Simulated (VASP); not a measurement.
Here is a VASP 6.6.1 calculation.

File INCAR:

```
SYSTEM = B3N2Cl
PREC     = Accurate       ! precision mode
ENCUT    = 600            ! plane-wave cutoff, eV
EDIFF    = 1E-7           ! SCF threshold, eV
ISMEAR   = 0              ! smearing method
SIGMA    = 0.1            ! smearing width, eV
LREAL    = .False.        ! projectors in reciprocal space
LASPH    = .True.         ! aspherical terms in the spheres
NELM     = 60             ! most SCF steps
ALGO     = Normal         ! electronic algorithm
ISIF     = 3              ! what is computed and relaxed
LWAVE    = .False.        ! write WAVECAR
LCHARG   = .False.        ! write CHGCAR
GGA      = PE             ! functional
IBRION   = 2              ! ionic algorithm
NSW      = 100            ! ionic steps
EDIFFG   = -0.01          ! ionic threshold
```

KPOINTS

```
regular mesh
0
Gamma
  6 6 14
  0 0 0
```

Contents of POSCAR:

```
B3N2Cl
1.0
    6.0952217571      0.0000000000      0.0000000000
   -3.0476108786      5.2786168834      0.0000000000
    0.0000000000      0.0000000000      2.8752806905
B N Cl
3 2 1
Direct
    0.3333333333      0.6666666667      0.0000000000
    0.6666666667      0.3333333333      0.0000000000
    0.0000000000      0.0000000000      0.0000000000
    0.3333333333      0.6666666667      0.5000000000
    0.6666666667      0.3333333333      0.5000000000
    0.0000000000      0.0000000000      0.5000000000
```

Potentials or basis: VASP PAW PBE potentials, release 64 (B, N, Cl).

The run is started by

```console
$ cat potpaw_PBE.64/B/POTCAR potpaw_PBE.64/N/POTCAR potpaw_PBE.64/Cl/POTCAR > POTCAR
$ mpirun -np 1 vasp_std > vasp.out
```

**Question.** What does it give for the space group after relaxing (to 0.1 Å)?

**Answer.** P6/mmm (No. 191).

**Question.** What does it give for the relaxed volume?

**Answer.** 15.41 Å³/atom.

Step by step:
```csv
step,energy change (eV),largest force (eV/Å),pressure (GPa),volume (Å³)
1,0.0000,0.0000,-0.27,92.51
2,0.0028,0.0000,1.15,92.16
3,-0.0002,0.0000,0.02,92.44
```
